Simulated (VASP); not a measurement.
# In4O5 (P1) in VASP: notebook, part 2 of 2

VASP 6.6.1. The steps go on from the part before.

## 3. Single point, PBE

Contents of INCAR:

```
SYSTEM = In4O5
PREC = Accurate
ENCUT = 520
EDIFF = 1E-6
ISMEAR = -1
SIGMA = 0.01
LREAL = .False.
LASPH = .True.
NELM = 80
ALGO = Normal
ISIF = 2
LWAVE = .False.
LCHARG = .True.
GGA = PE
LELF = .True.
LVHAR = .True.
NBANDS = 51
```

Contents of KPOINTS:

```
regular mesh
0
Gamma
  1 1 1
  0 0 0
```

Contents of POSCAR:

```
In4O5
1.0
    2.7435000000      1.5839600000      4.8366670000
   -2.7435000000      1.5839600000      4.8366670000
    0.0000000000     -3.1679210000      4.8366670000
In O
4 5
Direct
    0.3638220000      0.3531830000      0.3517750000
    0.1446400000      0.1456990000      0.1427710000
    0.6431650000      0.6340170000      0.6450530000
    0.8548550000      0.8580500000      0.8599180000
    0.5516270000      0.9533020000      0.2519650000
    0.9474860000      0.2410700000      0.5489890000
    0.2479580000      0.5438560000      0.9594030000
    0.4542070000      0.0509720000      0.7511570000
    0.0528960000      0.7510450000      0.4528560000
```

Potentials or basis: VASP PAW PBE potentials, release 64 (In_d, O).

Command:

```bash
$ cat potpaw_PBE.64/In_d/POTCAR potpaw_PBE.64/O/POTCAR > POTCAR
$ mpirun -np 1 vasp_gam > vasp.out
```

OUTCAR:

```text
SYSTEM = In4O5
   PREC = Accurate
   ENCUT = 520
   EDIFF = 1E-6
   ISMEAR = -1
   LREAL = .False.
   LASPH = .True.
   NELM = 80
   ISIF = 2
   GGA = PE

 ion  position               nearest neighbor table
   1  0.364  0.353  0.352-   8 2.13   9 2.15   5 2.21   7 2.22   6 2.32   2 3.07   3 3.21   3 3.26
                             3 3.27   2 3.59   2 3.64   2 3.64   4 3.93   4 3.97   4 3.98   4 3.99
   2  0.145  0.146  0.143-   8 2.11   9 2.12   6 2.22   7 2.22   5 2.27   1 3.07   4 3.23   4 3.24
                             4 3.26   1 3.59   1 3.64   1 3.64   3 3.93   3 3.95   3 3.98   3 3.99
   3  0.643  0.634  0.645-   6 2.12   5 2.12   7 2.12   9 2.31   8 2.32   4 3.15   1 3.21   1 3.26
                             1 3.27   4 3.56   4 3.60   4 3.61   2 3.93   2 3.95   2 3.98   2 3.99
   4  0.855  0.858  0.860-   6 2.07   5 2.11   7 2.13   8 2.24   9 2.26   3 3.15   2 3.23   2 3.24
                             2 3.26   3 3.56   3 3.60   3 3.61   1 3.93   1 3.97   1 3.98   1 3.99
   5  0.552  0.953  0.252-   4 2.11   3 2.12   1 2.21   2 2.27
   6  0.947  0.241  0.549-   4 2.07   3 2.12   2 2.22   1 2.32
   7  0.248  0.544  0.959-   3 2.12   4 2.13   2 2.22   1 2.22
   8  0.454  0.051  0.751-   2 2.11   1 2.13   4 2.24   3 2.32
   9  0.053  0.751  0.453-   2 2.12   1 2.15   4 2.26   3 2.31

  LATTYP: Found a trigonal (rhomboedric) cell.
 ALAT       =     5.7817877167
 COS(alpha) =     0.5496858016

  Lattice vectors:

 A1 = (   2.7435000000,   1.5839600000,   4.8366670000)
 A2 = (  -2.7435000000,   1.5839600000,   4.8366670000)
 A3 = (   0.0000000000,  -3.1679210000,   4.8366670000)

Analysis of symmetry for initial positions (statically):
=====================================================================
 Subroutine PRICEL returns:
 Original cell was already a primitive cell.

 Routine SETGRP: Setting up the symmetry group for a
 trigonal (rhombohedral) supercell.

 Subroutine GETGRP returns: Found  1 space group operations
 (whereof  1 operations were pure point group operations)
 out of a pool of 12 trial point group operations.

The static configuration has the point symmetry C_1 .

Analysis of symmetry for dynamics (positions and initial velocities):
=====================================================================
 Subroutine PRICEL returns:
 Original cell was already a primitive cell.

 Routine SETGRP: Setting up the symmetry group for a
 trigonal (rhombohedral) supercell.

 Subroutine GETGRP returns: Found  1 space group operations
 (whereof  1 operations were pure point group operations)
 out of a pool of 12 trial point group operations.

The dynamic configuration has the point symmetry C_1 .

 Subroutine INISYM returns: Found  1 space group operations
 (whereof  1 operations are pure point group operations),
 and found     1 'primitive' translations

----------------------------------------------------------------------------------------

                                     Primitive cell

  volume of cell :     126.1092

  direct lattice vectors                    reciprocal lattice vectors
     2.743500000  1.583960000  4.836667000     0.182248952  0.105221490  0.068917990
    -2.743500000  1.583960000  4.836667000    -0.182248952  0.105221490  0.068917990
     0.000000000 -3.167921000  4.836667000     0.000000000 -0.210442980  0.068917968

  length of vectors
     5.781787717  5.781787717  5.781787884     0.221440583  0.221440583  0.221440589

  position of ions in fractional coordinates (direct lattice)
     0.363822000  0.353183000  0.351775000
     0.144640000  0.145699000  0.142771000
     0.643165000  0.634017000  0.645053000
     0.854855000  0.858050000  0.859918000
     0.551627000  0.953302000  0.251965000
     0.947486000  0.241070000  0.548989000
     0.247958000  0.543856000  0.959403000
     0.454207000  0.050972000  0.751157000
     0.052896000  0.751045000  0.452856000

  ion indices of the primitive-cell ions
   primitive index   ion index
                 1           1
                 2           2
                 3           3
                 4           4
                 5           5
                 6           6
                 7           7
                 8           8
                 9           9

----------------------------------------------------------------------------------------

 KPOINTS: regular mesh

Automatic generation of k-mesh.
 Grid dimensions read from file:
 generate k-points for:    1    1    1

 Generating k-lattice:

  Cartesian coordinates                     Fractional coordinates (reciprocal lattice)
     0.182248952  0.105221490  0.068917990     1.000000000 -0.000000000  0.000000000
    -0.182248952  0.105221490  0.068917990    -0.000000000  1.000000000  0.000000000
     0.000000000 -0.210442980  0.068917968     0.000000000  0.000000000  1.000000000

  Length of vectors
     0.221440583  0.221440583  0.221440589

  Shift w.r.t. Gamma in fractional coordinates (k-lattice)
     0.000000000  0.000000000  0.000000000

 Subroutine IBZKPT returns following result:
 ===========================================

 Found      1 irreducible k-points:

 Following reciprocal coordinates:
            Coordinates               Weight
  0.000000  0.000000  0.000000      1.000000
   k-points           NKPTS =      1   k-points in BZ     NKDIM =      1   number of bands    NBANDS=     51
   number of dos      NEDOS =    301   number of ions     NIONS =      9
   total plane-waves  NPLWV = 110592
   dimension x,y,z NGX =    48 NGY =   48 NGZ =   48
   dimension x,y,z NGXF=    96 NGYF=   96 NGZF=   96
   ions per type =               4   5
   NGX,Y,Z   is equivalent  to a cutoff of  13.80, 13.80, 13.80 a.u.
   NGXF,Y,Z  is equivalent  to a cutoff of  27.60, 27.60, 27.60 a.u.
 SYSTEM =  In4O5
   PREC   = accura    normal or accurate (medium, high low for compatibility)
   ISTART =      0    job   : 0-new  1-cont  2-samecut
   ICHARG =      2    charge: 1-file 2-atom 10-const
   ISPIN  =      1    spin polarized calculation?
   LNONCOLLINEAR =      F non collinear calculations
   LSORBIT =      F    spin-orbit coupling
   LASPH  =      T    aspherical Exc in radial PAW
   ENCUT  =  520.0 eV  38.22 Ry    6.18 a.u.  10.75 10.75 10.75*2*pi/ulx,y,z
   NELM   =     80;   NELMIN=  2; NELMDL= -5     # of ELM steps
   EDIFF  = 0.1E-05   stopping-criterion for ELM
   LREAL  =      F    real-space projection
   EDIFFG = 0.1E-04   stopping-criterion for IOM
   NSW    =      0    number of steps for IOM
   IBRION =     -1    ionic relax: 0-MD 1-quasi-New 2-CG
   NFREE  =      0    steps in history (QN), initial steepest desc. (CG)
   ISIF   =      2    stress and relaxation
   ISYM   =      2    0-nonsym 1-usesym 2-fastsym
   POTIM  = 0.5000    time-step for ionic-motion
   TEBEG  =    0.0;   TEEND  =   0.0 temperature during run
   PSTRESS=    0.0 pullay stress
   NELECT =      82.0000    total number of electrons
   NUPDOWN=      -1.0000    fix difference up-down
   EMIN   =  10.00;   EMAX   =-10.00  energy-range for DOS
   EFERMI =   0.00;   METHOD = LEGACY
   ISMEAR =    -1;   SIGMA  =   0.01  broadening in eV -4-tet -1-fermi 0-gaus
   EFERMI_NEDOS =   21; number of points for ismear=-14 and -15
   IALGO  =     38    algorithm
   IMIX   =      4    mixing-type and parameters
     AMIX     =   0.40;   BMIX     =  1.00
     AMIX_MAG =   1.60;   BMIX_MAG =  1.00
  volume/ion in A,a.u.               =      14.01        94.56
  Fermi-wavevector in a.u.,A,eV,Ry     =   1.418286  2.680172 27.368606  2.011536
  Thomas-Fermi vector in A             =   2.539428
   LORBIT       =      0    0 simple, 1 ext, 2 COOP (PROOUT), +10 PAW based schemes
   GGA     = PE    functional components
[... 5 lines left out ...]
 non-spin polarized calculation
  energy-cutoff  :      520.00
  volume of cell :      126.11
 maximum number of plane-waves:      1680
 NGX is ok and might be reduce to    42
   NGX = 21   NGY = 21   NGZ = 21

 number of electron      81.9999999 magnetization

 Free energy of the ion-electron system (eV)
  ---------------------------------------------------
  ext. energy  EPLUGINS =         0.00000000
  ---------------------------------------------------
  free energy    TOTEN  =       -48.36411149 eV

  energy without entropy =      -48.36411149  energy(sigma->0) =      -48.36411149

 E-fermi :   5.4470     XC(G=0): -10.9448

 val. band max:        5.1325447828   @ k =   0.0000   0.0000   0.0000
 cond. band min:       9.6480223709   @ k =   0.0000   0.0000   0.0000
 fundamental gap:      4.5154775881
 Fermi energy:         5.4469653110

 k-point     1 :       0.0000    0.0000    0.0000
  band No.  band energies     occupation
      1     -12.2470      2.00000
      2     -11.5231      2.00000
      3     -11.4598      2.00000
      4     -11.2198      2.00000
      5     -11.1288      2.00000
      6      -7.1125      2.00000
[... 43 lines left out ...]
     50      14.8453      0.00000
     51      14.9509      0.00000

------------------------ aborting loop because EDIFF is reached ----------------------------------------

  FORCE on cell =-STRESS in cart. coord.  units (eV):
  Direction    XX          YY          ZZ          XY          YZ          ZX
  --------------------------------------------------------------------------------------
  -------------------------------------------------------------------------------------
  Total        6.9630968      8.4218727      5.4780510     -0.6830615     -1.1794400     -1.9683014
  in kB       88.4639463    106.9972344     69.5969085     -8.6780808    -14.9844129    -25.0066485
  external PRESSURE =      88.3526964 kB  Pullay stress =       0.0000000 kB

 VOLUME and BASIS-vectors are now :
 -----------------------------------------------------------------------------
  energy-cutoff  :      520.00
  volume of cell :      126.11
      direct lattice vectors                 reciprocal lattice vectors
     2.743500000  1.583960000  4.836667000     0.182248952  0.105221490  0.068917990
    -2.743500000  1.583960000  4.836667000    -0.182248952  0.105221490  0.068917990
     0.000000000 -3.167921000  4.836667000     0.000000000 -0.210442980  0.068917968

 POSITION                                       TOTAL-FORCE (eV/Angst)
 -----------------------------------------------------------------------------------
      0.02919      0.02131      5.16933        -0.006405      0.050404      1.117994
     -0.00291      0.00760      2.09481        -0.386554     -0.243648     -1.036299
      0.02510     -0.02047      9.29721        -0.244655      0.499657     -0.088600
     -0.00877     -0.01098     12.44389         0.203822      0.114574      0.154548
     -1.10200      1.58554      8.49751         0.556276      0.133825     -0.015092
      1.93805      0.14347      8.40393        -0.821781      0.283722      0.616630
     -0.81180     -1.78511      8.47005         0.088389     -0.165061      0.070395
      1.10628     -1.57942      6.07648         0.086494     -0.259822     -0.363283
     -1.91537     -0.16120      6.07871         0.524413     -0.413650     -0.456294
 -----------------------------------------------------------------------------------
    total drift:                                0.000138     -0.000237      0.000554

  FREE ENERGIE OF THE ION-ELECTRON SYSTEM (eV)
  ---------------------------------------------------
  free  energy   TOTEN  =       -48.3641114939 eV

  energy  without entropy=      -48.3641114939  energy(sigma->0) =      -48.36411149
```

It took 14 s on 1 thread of Intel Xeon 6975P-C (Granite Rapids), shared host; peak memory 0.29 GiB.

Results:

- Free energy: -48.3641 eV
- Pressure: 8.8 GPa
- Largest force: 1.133 eV/Å
- Band gap on the k mesh: 4.52 eV

Forces in eV/Å, atoms in the order of the input:
```
In  -0.006  0.050  1.118
In  -0.387 -0.244 -1.036
In  -0.245  0.500 -0.089
In   0.204  0.115  0.155
O    0.556  0.134 -0.015
O   -0.822  0.284  0.617
O    0.088 -0.165  0.070
O    0.086 -0.260 -0.363
O    0.524 -0.414 -0.456
```

Stress tensor (GPa, compression positive):
```
 8.85 -0.87 -2.50
-0.87 10.70 -1.50
-2.50 -1.50  6.96
```

Caveat: the k points lie up to 1.39 Å⁻¹ apart; spin-orbit coupling is left out, which moves the levels of the heavy elements; forces of over 1 eV/Å act on the atoms, so gaps and moduli don't describe the material at rest. PBE gaps usually lie below the measured ones, often by a third to a half.
